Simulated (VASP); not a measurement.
Write the native input for VASP 6.6.1 that does the following.

| Quantity | Value |
| --- | --- |
| Task | relaxation of cell and atoms |
| Functional | PBEsol |
| Potentials or basis | VASP PAW PBE potentials, release 64 (Ni) |
| Cutoff | 600 eV |
| k mesh | 10 × 10 × 10 |
| Occupations | gaussian, width 0.1 eV |
| Spin | collinear spin, ferromagnetic start |
| Starting moments | [0.81] μB |
| Dipole correction | no |
| Further INCAR settings | ALGO = Normal; EDIFF = 1e-06; IBRION = 2; EDIFFG = -0.05; NSW = 100; ISIF = 3 |

The structure of Ni lies in POSCAR:

```
Ni
1.0
    0.0000000000      1.7679500000      1.7679500000
    1.7679500000      0.0000000000      1.7679500000
    1.7679500000      1.7679500000      0.0000000000
Ni
1
Direct
    0.0000000000      0.0000000000      0.0000000000
```

These files were run (other wordings do the same):

INCAR

```
SYSTEM = Ni
ALGO     = Normal         ! electronic algorithm
EDIFF    = 1E-6           ! SCF threshold, eV
EDIFFG   = -0.05          ! ionic threshold
ENCUT    = 600            ! plane-wave cutoff, eV
GGA      = PS             ! functional
IBRION   = 2              ! ionic algorithm
ISIF     = 3              ! what is computed and relaxed
ISMEAR   = 0              ! smearing method
ISPIN    = 2              ! spin polarisation
LASPH    = .True.         ! aspherical terms in the spheres
LCHARG   = .False.        ! write CHGCAR
LMAXMIX  = 4              ! l up to which the mixer works
LORBIT   = 11             ! projections on sites
LREAL    = .False.        ! projectors in reciprocal space
LWAVE    = .False.        ! write WAVECAR
MAGMOM   = 0.81           ! initial moments
NELM     = 150            ! most SCF steps
NSW      = 100            ! ionic steps
PREC     = Accurate       ! precision mode
SIGMA    = 0.1            ! smearing width, eV
```

KPOINTS

```
k-points
0
Gamma
  10 10 10
  0 0 0
```

Potentials or basis: VASP PAW PBE potentials, release 64 (Ni).

Launch:

```bash
$ cat potpaw_PBE.64/Ni/POTCAR > POTCAR
$ mpirun -np 1 vasp_std > vasp.out
```

It gave:

- Relaxed volume: 10.41 Å³/atom
- Relaxed cell: a = 2.451 Å, b = 2.451 Å, c = 2.451 Å, α = 60.00°, β = 60.00°, γ = 60.00°
- Space group after relaxing (to 0.05 Å): Fm-3m (No. 225)
- Energy gained by relaxing: 25.5 meV/atom
- Ionic steps: 3
- Pressure after relaxing: -0.3 GPa
- Net moment: 0.71 μB per cell
- Site moments: Ni +0.71 μB
- Valence electrons inside the program's atomic spheres: Ni 9.39

Caveat: the PAW data sets were made with another functional, which shifts forces and pressure a little.

It took 34 s on 1 thread of Intel(R) Xeon(R) Platinum 8259CL CPU @ 2.50GHz (Skylake/Cascade Lake), on a shared host, peak memory 0.14 GiB.
